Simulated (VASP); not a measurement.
SrIrO3, 5 atoms in the cell. The structure is cubic, space group Pm-3m (No. 221). The conventional cell has a = 4.000 Å, b = 4.000 Å, c = 4.000 Å, α = 90.00°, β = 90.00°, γ = 90.00°. Sr (site symmetry m-3m) has 12 O at 2.83 Å and 8 Ir at 3.46 Å within 3.7 Å. Within 2.6 Å of Ir (site symmetry m-3m) lie 6 O at 2.00 Å. O (site symmetry 4/mmm) has 2 Ir at 2.00 Å within 2.6 Å. 

```yaml
Program: VASP 6.6.1
Task: relaxation of cell and atoms
Functional: LDA
Potentials_or_basis: VASP PAW LDA potentials, release 64 (Sr_sv, Ir, O)
Cutoff: 600 eV
k_mesh: 7 × 7 × 7
Occupations: fermi-dirac, width 0.1 eV
Spin: collinear spin
Starting_moments: "[0.0, 0.5, 0.0, 0.0, 0.0] μB"
Dipole_correction: no
Further_INCAR_settings: ALGO = Normal; EDIFF = 1e-06; IBRION = 2; EDIFFG = -0.03; NSW = 80; ISIF = 3
```

Potentials or basis: VASP PAW LDA potentials, release 64 (Sr_sv, Ir, O).

The run is started by

```bash
$ cat potpaw_LDA.64/Sr_sv/POTCAR potpaw_LDA.64/Ir/POTCAR potpaw_LDA.64/O/POTCAR > POTCAR
$ mpirun -np 1 vasp_std > vasp.out
```

Hardware: 1 thread of Intel Xeon 8259CL (shared host).

Question: Estimate the wall time of this run.

Answer: Run time: 4.8 min on 1 thread of Intel Xeon 8259CL, with other jobs on the host, peak memory 0.21 GiB. Counts: scf iterations 33, k points 20, ion steps 3.
